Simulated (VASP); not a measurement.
# Re in VASP: a series of runs

Runs on Re. Level: PBE. Tasks: electric field gradients.

Everything below comes from runs of VASP 6.6.1. Logs are shortened: lines on timing, memory, paths and dates and some standing lists are left out, and cuts for length are marked.

### 1 The cell of the first run

The structure is cubic, space group Fm-3m (No. 225). Conventional cell: a = 3.870 Å, b = 3.870 Å, c = 3.870 Å, α = 90.00°, β = 90.00°, γ = 90.00°. Within 3.6 Å of Re (site symmetry m-3m) lie 12 Re at 2.74 Å.

### 2 Electric field gradients, PBE (volume scaled by 0.9405)

Contents of INCAR:

```
SYSTEM = Re
PREC = Accurate
ENCUT = 520
EDIFF = 1E-8
ISMEAR = -1
SIGMA = 0.05
LREAL = .False.
LASPH = .True.
NELM = 60
ALGO = Normal
ISIF = 2
LWAVE = .False.
LCHARG = .False.
GGA = PE
LEFG = .True.
NBANDS = 10
```

Contents of KPOINTS:

```
regular mesh
0
Gamma
  14 14 14
  0 0 0
```

Contents of POSCAR:

```
Re
1.0
    0.0000000000      1.9350255327      1.9350255327
    1.9350255327      0.0000000000      1.9350255327
    1.9350255327      1.9350255327      0.0000000000
Re
1
Direct
    0.0000000000      0.0000000000      0.0000000000
```

Potentials or basis: VASP PAW PBE potentials, release 64 (Re).

Run with:

```
$ cat potpaw_PBE.64/Re/POTCAR > POTCAR
$ mpirun -np 1 vasp_std > vasp.out
```

OUTCAR:

```text
SYSTEM = Re
   PREC = Accurate
   ENCUT = 520
   EDIFF = 1E-8
   ISMEAR = -1
   LREAL = .False.
   LASPH = .True.
   NELM = 60
   ISIF = 2
   GGA = PE

 ion  position               nearest neighbor table
   1  0.000  0.000  0.000-

  LATTYP: Found a face centered cubic cell.
 ALAT       =     3.8700510654

  Lattice vectors:

 A1 = (   0.0000000000,   1.9350255327,   1.9350255327)
 A2 = (   1.9350255327,   0.0000000000,   1.9350255327)
 A3 = (   1.9350255327,   1.9350255327,   0.0000000000)

Analysis of symmetry for initial positions (statically):
[... 6 lines left out ...]

 Subroutine GETGRP returns: Found 48 space group operations
 (whereof 48 operations were pure point group operations)
 out of a pool of 48 trial point group operations.

The static configuration has the point symmetry O_h .

Analysis of symmetry for dynamics (positions and initial velocities):
[... 6 lines left out ...]

 Subroutine GETGRP returns: Found 48 space group operations
 (whereof 48 operations were pure point group operations)
 out of a pool of 48 trial point group operations.

The dynamic configuration has the point symmetry O_h .

 Subroutine INISYM returns: Found 48 space group operations
 (whereof 48 operations are pure point group operations),
 and found     1 'primitive' translations

----------------------------------------------------------------------------------------

                                     Primitive cell

  volume of cell :      14.4907

  direct lattice vectors                    reciprocal lattice vectors
     0.000000000  1.935025533  1.935025533    -0.258394523  0.258394523  0.258394523
     1.935025533  0.000000000  1.935025533     0.258394523 -0.258394523  0.258394523
     1.935025533  1.935025533  0.000000000     0.258394523  0.258394523 -0.258394523

  length of vectors
     2.736539352  2.736539352  2.736539352     0.447552443  0.447552443  0.447552443

  position of ions in fractional coordinates (direct lattice)
     0.000000000  0.000000000  0.000000000

  ion indices of the primitive-cell ions
   primitive index   ion index
                 1           1

----------------------------------------------------------------------------------------

 KPOINTS: regular mesh

[... 97 lines left out ...]
   LRPA    =     F    only Hartree local field effects (RPA)
 non-spin polarized calculation
  energy-cutoff  :      520.00
  volume of cell :       14.49
 maximum number of plane-waves:       399
   NGX = 11   NGY = 11   NGZ = 11

 number of electron       7.0000001 magnetization

 Free energy of the ion-electron system (eV)
  ---------------------------------------------------
  ext. energy  EPLUGINS =         0.00000000
  ---------------------------------------------------
  free energy    TOTEN  =       -12.34122875 eV

  energy without entropy =      -12.33220552  energy(sigma->0) =      -12.33671713

 E-fermi :   8.3457     XC(G=0): -13.8150

 val. band max:        8.3043122517   @ k =   0.5000   0.3571   0.0000
 cond. band min:       8.3584945486   @ k =  -0.1429   0.1429   0.0000
 fundamental gap:      0.0541822969
 Fermi energy:         8.3457038975

 k-point     1 :       0.0000    0.0000    0.0000
  band No.  band energies     occupation
      1      -1.8949      2.00000
      2       6.3912      2.00000
      3       6.3912      2.00000
      4       6.3912      2.00000
      5       9.6572      0.00000
      6       9.6572      0.00000
      7      22.2689      0.00000
      8      28.0203      0.00000
      9      28.0203      0.00000
     10      28.0203      0.00000
[... 287 lines left out ...]
 k-point    24 :       0.2857    0.1429    0.0000
  band No.  band energies     occupation
      1       1.0015      2.00000
      2       4.6673      2.00000
      3       6.6734      2.00000
      4       7.6653      2.00000
      5       9.1830      0.00000
      6      10.7950      0.00000
      7      23.8935      0.00000
      8      27.1425      0.00000
      9      29.5083      0.00000
     10      29.9690      0.00000

 [... further k-points ...]
[... 5 lines left out ...]
  --------------------------------------------------------------------------------------
  -------------------------------------------------------------------------------------
  Total        1.1859573      1.1859573      1.1859573      0.0000000      0.0000000      0.0000000
  in kB      131.1262146    131.1262146    131.1262146      0.0000000      0.0000000      0.0000000
  external PRESSURE =     131.1262146 kB  Pullay stress =       0.0000000 kB

 VOLUME and BASIS-vectors are now :
 -----------------------------------------------------------------------------
  energy-cutoff  :      520.00
  volume of cell :       14.49
      direct lattice vectors                 reciprocal lattice vectors
     0.000000000  1.935025533  1.935025533    -0.258394523  0.258394523  0.258394523
     1.935025533  0.000000000  1.935025533     0.258394523 -0.258394523  0.258394523
     1.935025533  1.935025533  0.000000000     0.258394523  0.258394523 -0.258394523

 POSITION                                       TOTAL-FORCE (eV/Angst)
 -----------------------------------------------------------------------------------
      0.00000      0.00000      0.00000        -0.000000     -0.000000     -0.000000
 -----------------------------------------------------------------------------------
    total drift:                                0.000000      0.000000     -0.000000

  FREE ENERGIE OF THE ION-ELECTRON SYSTEM (eV)
  ---------------------------------------------------
  free  energy   TOTEN  =       -12.3412287525 eV

  energy  without entropy=      -12.3322055161  energy(sigma->0) =      -12.33671713

 Electric field gradients (V/A^2)
---------------------------------------------------------------------
 ion       V_xx      V_yy      V_zz      V_xy      V_xz      V_yz
---------------------------------------------------------------------
   1      -0.000     0.000    -0.000    -0.000    -0.000    -0.000
---------------------------------------------------------------------

 Electric field gradients after diagonalization (V/A^2)
 (convention: |V_zz| > |V_xx| > |V_yy|)
----------------------------------------------------------------------
 ion       V_xx      V_yy      V_zz     asymmetry (V_yy - V_xx)/ V_zz
----------------------------------------------------------------------
   1       0.000     0.000    -0.000       0.000
----------------------------------------------------------------------

           NMR quadrupolar parameters

 Cq : quadrupolar parameter    Cq=e*Q*V_zz/h
 eta: asymmetry parameters     (V_yy - V_xx)/ V_zz
 Q  : nuclear electric quadrupole moment in mb (millibarn)
----------------------------------------------------------------------
 ion       Cq(MHz)       eta       Q (mb)
----------------------------------------------------------------------
   1      -0.000       0.000       1.000
----------------------------------------------------------------------
```

stdout:

```text
POSCAR found type information on POSCAR Re
 POSCAR found :  1 types and       1 ions
 scaLAPACK will be used
 LDA part: xc-table for (Slater+PW92), standard interpolation
 POSCAR, INCAR and KPOINTS ok, starting setup
 FFT: planning ... GRIDC
 FFT: planning ... GRID_SOFT
 FFT: planning ... GRID
 WAVECAR not read
 entering main loop
ion   1
```

Wall time 7.3 s (1 thread of Intel Xeon 6975P-C (Granite Rapids), shared host); peak memory 0.13 GiB.

What came out:

```yaml
Free_energy: -12.3412 eV
Pressure: 13.1 GPa
```

Caveat: the cell differs from its parent crystal (volume scaled by 0.9405); without QUAD_EFG the Cq values of the log hold for a quadrupole moment of 1 mb, not for the nuclei; spin-orbit coupling is left out, which moves the levels of the heavy elements.

### 3 Electric field gradients, PBE

This run uses another cell than the first one, of 15.41 Å³/atom, 1.063 times its volume.

Contents of INCAR:

```
SYSTEM = Re
PREC = Accurate ; ENCUT = 520
EDIFF = 1E-8 ; ISMEAR = -1
SIGMA = 0.05 ; LREAL = .False.
LASPH = .True. ; NELM = 100
ALGO = Normal ; ISIF = 2
LWAVE = .False. ; LCHARG = .False.
GGA = PE ; LEFG = .True.
NBANDS = 10
```

Contents of KPOINTS:

```
Automatic mesh
0
Gamma
  14 14 14
  0 0 0
```

Contents of POSCAR:

```
Re
1.0
    0.0000000000      1.9750000000      1.9750000000
    1.9750000000      0.0000000000      1.9750000000
    1.9750000000      1.9750000000      0.0000000000
Re
1
Direct
    0.0000000000      0.0000000000      0.0000000000
```

Potentials or basis: VASP PAW PBE potentials, release 64 (Re).

Run with:

```
$ cat potpaw_PBE.64/Re/POTCAR > POTCAR
$ mpirun -np 1 vasp_std > vasp.out
```

OUTCAR:

```text
SYSTEM = Re
   PREC = Accurate
   ENCUT = 520
   EDIFF = 1E-8
   ISMEAR = -1
   LREAL = .False.
   LASPH = .True.
   NELM = 100
   ISIF = 2
   GGA = PE

 ion  position               nearest neighbor table
   1  0.000  0.000  0.000-

  LATTYP: Found a face centered cubic cell.
 ALAT       =     3.9500000000

  Lattice vectors:

 A1 = (   0.0000000000,   1.9750000000,   1.9750000000)
 A2 = (   1.9750000000,   0.0000000000,   1.9750000000)
 A3 = (   1.9750000000,   1.9750000000,   0.0000000000)

Analysis of symmetry for initial positions (statically):
[... 6 lines left out ...]

 Subroutine GETGRP returns: Found 48 space group operations
 (whereof 48 operations were pure point group operations)
 out of a pool of 48 trial point group operations.

The static configuration has the point symmetry O_h .

Analysis of symmetry for dynamics (positions and initial velocities):
[... 6 lines left out ...]

 Subroutine GETGRP returns: Found 48 space group operations
 (whereof 48 operations were pure point group operations)
 out of a pool of 48 trial point group operations.

The dynamic configuration has the point symmetry O_h .

 Subroutine INISYM returns: Found 48 space group operations
 (whereof 48 operations are pure point group operations),
 and found     1 'primitive' translations

----------------------------------------------------------------------------------------

                                     Primitive cell

  volume of cell :      15.4075

  direct lattice vectors                    reciprocal lattice vectors
     0.000000000  1.975000000  1.975000000    -0.253164557  0.253164557  0.253164557
     1.975000000  0.000000000  1.975000000     0.253164557 -0.253164557  0.253164557
[... 138 lines left out ...]
 k-point     1 :       0.0000    0.0000    0.0000
  band No.  band energies     occupation
      1      -2.2198      2.00000
      2       5.7953      2.00000
      3       5.7953      2.00000
      4       5.7953      2.00000
      5       8.7678      0.00000
      6       8.7678      0.00000
      7      21.4553      0.00000
      8      26.8531      0.00000
      9      26.8531      0.00000
     10      26.8531      0.00000
[... 287 lines left out ...]
 k-point    24 :       0.2857    0.1429    0.0000
  band No.  band energies     occupation
      1       0.5267      2.00000
      2       4.2062      2.00000
      3       6.0688      2.00000
      4       6.9626      1.99999
      5       8.3462      0.00000
      6       9.8092      0.00000
      7      22.6757      0.00000
      8      25.7092      0.00000
      9      27.8193      0.00000
     10      28.4463      0.00000

 [... further k-points ...]
[... 5 lines left out ...]
  --------------------------------------------------------------------------------------
  -------------------------------------------------------------------------------------
  Total       -0.9428375     -0.9428375     -0.9428375      0.0000000      0.0000000     -0.0000000
  in kB      -98.0428951    -98.0428951    -98.0428951      0.0000000      0.0000000     -0.0000000
  external PRESSURE =     -98.0428951 kB  Pullay stress =       0.0000000 kB

 VOLUME and BASIS-vectors are now :
 -----------------------------------------------------------------------------
  energy-cutoff  :      520.00
  volume of cell :       15.41
      direct lattice vectors                 reciprocal lattice vectors
     0.000000000  1.975000000  1.975000000    -0.253164557  0.253164557  0.253164557
     1.975000000  0.000000000  1.975000000     0.253164557 -0.253164557  0.253164557
     1.975000000  1.975000000  0.000000000     0.253164557  0.253164557 -0.253164557

 POSITION                                       TOTAL-FORCE (eV/Angst)
 -----------------------------------------------------------------------------------
      0.00000      0.00000      0.00000         0.000000      0.000000      0.000000
 -----------------------------------------------------------------------------------
    total drift:                                0.000000     -0.000000     -0.000000

  FREE ENERGIE OF THE ION-ELECTRON SYSTEM (eV)
  ---------------------------------------------------
  free  energy   TOTEN  =       -12.3478072869 eV

  energy  without entropy=      -12.3379442054  energy(sigma->0) =      -12.34287575

 Electric field gradients (V/A^2)
---------------------------------------------------------------------
 ion       V_xx      V_yy      V_zz      V_xy      V_xz      V_yz
---------------------------------------------------------------------
   1      -0.000     0.000     0.000     0.000     0.000     0.000
---------------------------------------------------------------------

 Electric field gradients after diagonalization (V/A^2)
 (convention: |V_zz| > |V_xx| > |V_yy|)
----------------------------------------------------------------------
 ion       V_xx      V_yy      V_zz     asymmetry (V_yy - V_xx)/ V_zz
----------------------------------------------------------------------
   1      -0.000    -0.000     0.000       0.000
----------------------------------------------------------------------

           NMR quadrupolar parameters

 Cq : quadrupolar parameter    Cq=e*Q*V_zz/h
 eta: asymmetry parameters     (V_yy - V_xx)/ V_zz
 Q  : nuclear electric quadrupole moment in mb (millibarn)
----------------------------------------------------------------------
 ion       Cq(MHz)       eta       Q (mb)
----------------------------------------------------------------------
   1       0.000       0.000       1.000
----------------------------------------------------------------------
```

OSZICAR:

```text
N       E                     dE             d eps       ncg     rms          rms(c)
DAV:   1     0.516548353947E+01    0.51655E+01   -0.34408E+03  3284   0.758E+02
DAV:   2    -0.127509275170E+02   -0.17916E+02   -0.16603E+02  3212   0.161E+02
DAV:   3    -0.130849892772E+02   -0.33406E+00   -0.32826E+00  3406   0.350E+01
DAV:   4    -0.130866950041E+02   -0.17057E-02   -0.17043E-02  3354   0.128E+00
DAV:   5    -0.130866977878E+02   -0.27837E-05   -0.27847E-05  3044   0.288E-02    0.276E+01
DAV:   6    -0.125346857780E+02    0.55201E+00   -0.48735E-01  3282   0.188E+01    0.106E+01
DAV:   7    -0.123541359461E+02    0.18055E+00   -0.34590E-01  3306   0.150E+01    0.931E-01
DAV:   8    -0.123482432968E+02    0.58926E-02   -0.32335E-03  3144   0.505E-01    0.188E-01
DAV:   9    -0.123477972729E+02    0.44602E-03   -0.42946E-04  3190   0.225E-01    0.191E-02
DAV:  10    -0.123478072451E+02   -0.99722E-05   -0.12951E-05  2894   0.235E-02    0.320E-03
DAV:  11    -0.123478076090E+02   -0.36386E-06   -0.21055E-07  2570   0.105E-02    0.177E-03
DAV:  12    -0.123478072585E+02    0.35046E-06   -0.67994E-08  2422   0.583E-03    0.162E-04
DAV:  13    -0.123478072804E+02   -0.21889E-07   -0.65593E-10  1440   0.356E-04    0.128E-04
DAV:  14    -0.123478072869E+02   -0.65129E-08   -0.19132E-10  1352   0.203E-04
   1 F= -.12347807E+02 E0= -.12342876E+02  d E =-.986308E-02
```

stdout:

```text
POSCAR found type information on POSCAR Re
 POSCAR found :  1 types and       1 ions
 scaLAPACK will be used
 LDA part: xc-table for (Slater+PW92), standard interpolation
 POSCAR, INCAR and KPOINTS ok, starting setup
 FFT: planning ... GRIDC
 FFT: planning ... GRID_SOFT
 FFT: planning ... GRID
 WAVECAR not read
 entering main loop
ion   1
```

Run time: 7.6 s. Hardware: 1 thread of Intel Xeon 6975P-C (Granite Rapids), shared host; peak memory 0.15 GiB.

What came out:

* Free energy: -12.3478 eV
* Pressure: -9.8 GPa

Caveat: without QUAD_EFG the Cq values of the log hold for a quadrupole moment of 1 mb, not for the nuclei; spin-orbit coupling is left out, which moves the levels of the heavy elements.

(Part 1 of 2 ends here.)
